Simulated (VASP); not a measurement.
# AlCo (Cmmm) in VASP: notebook, part 2 of 2

VASP 6.6.1. Earlier steps stand in the parts before.

**5. Single point, PBE (atoms displaced along a vibrational mode)**

File INCAR:

```
PREC     = Accurate       # precision mode
ENCUT    = 520            # plane-wave cutoff, eV
EDIFF    = 1E-6           # SCF threshold, eV
ISMEAR   = 0              # smearing method
SIGMA    = 0.15           # smearing width, eV
LREAL    = F              # projectors in reciprocal space
LASPH    = T              # aspherical terms in the spheres
NELM     = 60             # most SCF steps
ALGO     = Fast           # electronic algorithm
ISIF     = 2              # what is computed and relaxed
LWAVE    = F              # write WAVECAR
LCHARG   = F              # write CHGCAR
GGA      = PE             # functional
NBANDS   = 20             # bands
```

File KPOINTS:

```
regular mesh
0
Gamma
  22 16 16
```

File POSCAR:

```
AlCo
1.0
   -2.8519023960      0.0000000000      0.0000000000
    0.0000000000      2.8519023960      2.8519023960
    0.0000000000      2.8519023960     -2.8519023960
Al Co
2 2
Direct
    0.0000000000      0.0332069935     -0.0332069935
    0.0000000000      0.4667930065      0.5332069935
    0.5000000000      0.5394473528      0.0394473528
    0.5000000000     -0.0394473528      0.4605526472
```

Potentials or basis: VASP PAW PBE potentials, release 64 (Al, Co).

The run is started by

```sh
$ cat potpaw_PBE.64/Al/POTCAR potpaw_PBE.64/Co/POTCAR > POTCAR
$ mpirun -np 1 vasp_std > vasp.out
```

OUTCAR:

```text
PREC = Accurate
   ENCUT = 520
   EDIFF = 1E-6
   ISMEAR = 0
   LREAL = F
   LASPH = T
   NELM = 60
   ISIF = 2
   GGA = PE

 ion  position               nearest neighbor table
   1  0.000  0.033  0.967-   3 2.47   4 2.47   3 2.47   4 2.47   2 2.47   3 2.51   3 2.51   4 2.51
                             4 2.51   2 2.88   2 2.88   2 3.23
   2  0.000  0.467  0.533-   3 2.47   4 2.47   3 2.47   4 2.47   1 2.47   3 2.51   3 2.51   4 2.51
                             4 2.51   1 2.88   1 2.88   1 3.23
   3  0.500  0.539  0.039-   4 2.40   2 2.47   1 2.47   1 2.47   2 2.47   2 2.51   1 2.51   2 2.51
                             1 2.51   4 2.89   4 2.89
   4  0.500  0.961  0.461-   3 2.40   2 2.47   1 2.47   1 2.47   2 2.47   2 2.51   1 2.51   1 2.51
                             2 2.51   3 2.89   3 2.89

  LATTYP: Found a simple tetragonal cell.
 ALAT       =     4.0331990470
 C/A-ratio  =     0.7071067812

  Lattice vectors:

 A1 = (   0.0000000000,   2.8519023960,   2.8519023960)
 A2 = (   0.0000000000,   2.8519023960,  -2.8519023960)
 A3 = (  -2.8519023960,   0.0000000000,   0.0000000000)

Analysis of symmetry for initial positions (statically):
=====================================================================
 Subroutine PRICEL returns:
 Original cell was already a primitive cell.

 Routine SETGRP: Setting up the symmetry group for a
 simple tetragonal supercell.

 Subroutine GETGRP returns: Found  8 space group operations
 (whereof  4 operations were pure point group operations)
 out of a pool of 16 trial point group operations.

The static configuration has the point symmetry C_2v.
 The point group associated with its full space group is D_2h.

Analysis of symmetry for dynamics (positions and initial velocities):
=====================================================================
 Subroutine PRICEL returns:
 Original cell was already a primitive cell.

 Routine SETGRP: Setting up the symmetry group for a
 simple tetragonal supercell.

 Subroutine GETGRP returns: Found  8 space group operations
 (whereof  4 operations were pure point group operations)
 out of a pool of 16 trial point group operations.

The dynamic configuration has the point symmetry C_2v.
 The point group associated with its full space group is D_2h.

 Subroutine INISYM returns: Found  8 space group operations
 (whereof  4 operations are pure point group operations),
 and found     1 'primitive' translations

----------------------------------------------------------------------------------------

                                     Primitive cell

  volume of cell :      46.3910

  direct lattice vectors                    reciprocal lattice vectors
    -2.851902396  0.000000000  0.000000000    -0.350643136  0.000000000  0.000000000
     0.000000000  2.851902396  2.851902396     0.000000000  0.175321568  0.175321568
     0.000000000  2.851902396 -2.851902396     0.000000000  0.175321568 -0.175321568

  length of vectors
     2.851902396  4.033199047  4.033199047     0.350643136  0.247942139  0.247942139

  position of ions in fractional coordinates (direct lattice)
     0.000000000  0.033206994  0.966793006
     0.000000000  0.466793006  0.533206994
     0.500000000  0.539447353  0.039447353
     0.500000000  0.960552647  0.460552647

  ion indices of the primitive-cell ions
   primitive index   ion index
                 1           1
                 2           2
                 3           3
                 4           4

----------------------------------------------------------------------------------------

 KPOINTS: regular mesh

Automatic generation of k-mesh.
 Grid dimensions read from file:
 generate k-points for:   22   16   16

 Generating k-lattice:

  Cartesian coordinates                     Fractional coordinates (reciprocal lattice)
    -0.015938324  0.000000000  0.000000000     0.045454545  0.000000000  0.000000000
     0.000000000  0.010957598  0.010957598     0.000000000  0.062500000  0.000000000
     0.000000000  0.010957598 -0.010957598     0.000000000  0.000000000  0.062500000

  Length of vectors
     0.015938324  0.015496384  0.015496384

  Shift w.r.t. Gamma in fractional coordinates (k-lattice)
     0.000000000  0.000000000  0.000000000

 Subroutine IBZKPT returns following result:
 ===========================================

 Found    876 irreducible k-points:

 Following reciprocal coordinates:
            Coordinates               Weight
  0.000000  0.000000  0.000000      1.000000
  0.045455  0.000000  0.000000      2.000000
  0.090909  0.000000  0.000000      2.000000
  0.136364  0.000000  0.000000      2.000000
  0.181818  0.000000  0.000000      2.000000
  0.227273  0.000000  0.000000      2.000000
[... 16 lines left out ...]
  0.454545  0.062500  0.000000      8.000000
  0.500000  0.062500  0.000000      4.000000
 [... further k-points ...]
   k-points           NKPTS =    876   k-points in BZ     NKDIM =    876   number of bands    NBANDS=     20
   number of dos      NEDOS =    301   number of ions     NIONS =      4
   total plane-waves  NPLWV =  21600
   dimension x,y,z NGX =    24 NGY =   30 NGZ =   30
   dimension x,y,z NGXF=    48 NGYF=   60 NGZF=   60
   ions per type =               2   2
   NGX,Y,Z   is equivalent  to a cutoff of  13.99, 12.37, 12.37 a.u.
   NGXF,Y,Z  is equivalent  to a cutoff of  27.98, 24.73, 24.73 a.u.
 SYSTEM =  unknown system
   PREC   = accura    normal or accurate (medium, high low for compatibility)
   ISTART =      0    job   : 0-new  1-cont  2-samecut
   ICHARG =      2    charge: 1-file 2-atom 10-const
   ISPIN  =      1    spin polarized calculation?
   LNONCOLLINEAR =      F non collinear calculations
   LSORBIT =      F    spin-orbit coupling
   LASPH  =      T    aspherical Exc in radial PAW
   ENCUT  =  520.0 eV  38.22 Ry    6.18 a.u.   5.30  7.50  7.50*2*pi/ulx,y,z
   NELM   =     60;   NELMIN=  2; NELMDL= -5     # of ELM steps
   EDIFF  = 0.1E-05   stopping-criterion for ELM
   LREAL  =      F    real-space projection
[... 7 lines left out ...]
   TEBEG  =    0.0;   TEEND  =   0.0 temperature during run
   PSTRESS=    0.0 pullay stress
   NELECT =      24.0000    total number of electrons
   NUPDOWN=      -1.0000    fix difference up-down
   EMIN   =  10.00;   EMAX   =-10.00  energy-range for DOS
   EFERMI =   0.00;   METHOD = LEGACY
   ISMEAR =     0;   SIGMA  =   0.15  broadening in eV -4-tet -1-fermi 0-gaus
   EFERMI_NEDOS =   21; number of points for ismear=-14 and -15
   IALGO  =     68    algorithm
   IMIX   =      4    mixing-type and parameters
     AMIX     =   0.40;   BMIX     =  1.00
     AMIX_MAG =   1.60;   BMIX_MAG =  1.00
  volume/ion in A,a.u.               =      11.60        78.27
  Fermi-wavevector in a.u.,A,eV,Ry     =   1.314218  2.483511 23.499543  1.727168
  Thomas-Fermi vector in A             =   2.444486
   LORBIT       =      0    0 simple, 1 ext, 2 COOP (PROOUT), +10 PAW based schemes
   GGA     = PE    functional components
   LHFCALC =     F    Hartree Fock is set to
   AEXX    =    0.0000 exact exchange contribution
   IVDW    =     0    specifies the selected vdW correction
   LEPSILON=     F    determine dielectric tensor
   LRPA    =     F    only Hartree local field effects (RPA)
 non-spin polarized calculation
 RMM-DIIS sequential band-by-band and
 Gauss-broadening in eV      SIGMA  =   0.15
  energy-cutoff  :      520.00
  volume of cell :       46.39
 maximum number of plane-waves:      1270
 NGX is ok and might be reduce to    24
   NGX = 11   NGY = 15   NGZ = 15

 number of electron      24.0000003 magnetization

 Free energy of the ion-electron system (eV)
  ---------------------------------------------------
  ext. energy  EPLUGINS =         0.00000000
  ---------------------------------------------------
  free energy    TOTEN  =       -23.44080759 eV

  energy without entropy =      -23.41225256  energy(sigma->0) =      -23.42653007

 E-fermi :  10.5172     XC(G=0): -12.2492

 val. band max:       10.5166064570   @ k =   0.1364  -0.1250   0.1875
 cond. band min:      10.5172629711   @ k =   0.2273   0.4375   0.4375
 fundamental gap:      0.0006565142
 Fermi energy:        10.5172467959

 k-point     1 :       0.0000    0.0000    0.0000
  band No.  band energies     occupation
      1      -0.5373      2.00000
      2       5.3834      2.00000
      3       7.3042      2.00000
      4       7.6271      2.00000
      5       7.7259      2.00000
      6       7.7322      2.00000
[... 12 lines left out ...]
     19      18.7736      0.00000
[... 513 lines left out ...]
      4       6.7250      2.00000
      5       6.8522      2.00000
      6       8.2288      2.00000
[... 12 lines left out ...]
     19      16.0054      0.00000
     20      18.4706      0.00000

 [... further k-points ...]
[... 5 lines left out ...]
  --------------------------------------------------------------------------------------
  -------------------------------------------------------------------------------------
  Total       -0.9209771      1.2642064      3.1554585      0.0000000      0.0000000      0.0000000
  in kB      -31.8072007     43.6610915    108.9780647      0.0000000      0.0000000      0.0000000
  external PRESSURE =      40.2773185 kB  Pullay stress =       0.0000000 kB

 VOLUME and BASIS-vectors are now :
 -----------------------------------------------------------------------------
  energy-cutoff  :      520.00
  volume of cell :       46.39
      direct lattice vectors                 reciprocal lattice vectors
    -2.851902396  0.000000000  0.000000000    -0.350643136  0.000000000  0.000000000
     0.000000000  2.851902396  2.851902396     0.000000000  0.175321568  0.175321568
     0.000000000  2.851902396 -2.851902396     0.000000000  0.175321568 -0.175321568

 POSITION                                       TOTAL-FORCE (eV/Angst)
 -----------------------------------------------------------------------------------
      0.00000      2.85190     -2.66250         0.000000      0.000000     -1.057201
      0.00000      2.85190     -0.18941         0.000000      0.000000      1.057201
     -1.42595      1.65095      1.42595         0.000000     -1.739053     -0.000000
     -1.42595      4.05285      1.42595         0.000000      1.739053     -0.000000
 -----------------------------------------------------------------------------------
    total drift:                               -0.000000     -0.000000     -0.000000

  FREE ENERGIE OF THE ION-ELECTRON SYSTEM (eV)
  ---------------------------------------------------
  free  energy   TOTEN  =       -23.4408075907 eV

  energy  without entropy=      -23.4122525562  energy(sigma->0) =      -23.42653007
```

Wall time 18 min (1 thread of Oxide Virtual Turin-like, shared host); peak memory 0.71 GiB.

What came out:

| Quantity | Value |
| --- | --- |
| Free energy | -23.4408 eV |
| Pressure | 4.0 GPa |
| Largest force | 1.739 eV/Å |
| Band gap on the k mesh | zero (bands 12 and 13 overlap by 0.91 eV) |

Forces on the atoms (eV/Å):
```
Al   0.000  0.000 -1.057
Al   0.000  0.000  1.057
Co   0.000 -1.739  0.000
Co   0.000  1.739  0.000
```

Caveat: the cell differs from its parent crystal (atoms displaced along a vibrational mode); the stress differs along the axes, from -3 to 11 GPa; the run has no spin polarisation, though such a crystal can be magnetic; forces of over 1 eV/Å act on the atoms, so gaps and moduli don't describe the material at rest.

**6. The runs side by side**

```csv
cell,further INCAR settings,gap on the mesh (eV),pressure (GPa),largest force (eV/Å)
"as given, atomic positions A",ALGO = Fast; EDIFF = 1e-06; NBANDS = 20,none,5.9,2.08
"as given, atomic positions B",ALGO = Fast; EDIFF = 1e-07; NBANDS = 20,none,2.7,1.43
"as given, atomic positions C",ALGO = Fast; EDIFF = 1e-07; NBANDS = 20,none,8.0,2.49
"as given, atomic positions D",ALGO = Fast; EDIFF = 1e-06; NBANDS = 20,none,4.0,1.74
```

Alike in all rows: task single point; level PBE; potentials or basis VASP PAW PBE potentials, release 64 (Al, Co); no spin polarisation; k mesh 22 × 16 × 16; cutoff (eV) 520; smearing gaussian 0.15 eV.

Caveats: the run has no spin polarisation, though such a crystal can be magnetic; forces of over 1 eV/Å act on the atoms, so gaps and moduli don't describe the material at rest; the stress differs along the axes, from -4 to 15 GPa (at least some runs); the stress differs along the axes, from -2 to 7 GPa (at least some runs); the stress differs along the axes, from -5 to 20 GPa (at least some runs); the stress differs along the axes, from -3 to 11 GPa (at least some runs).

Absolute energies hang on the potentials; compare differences alone.
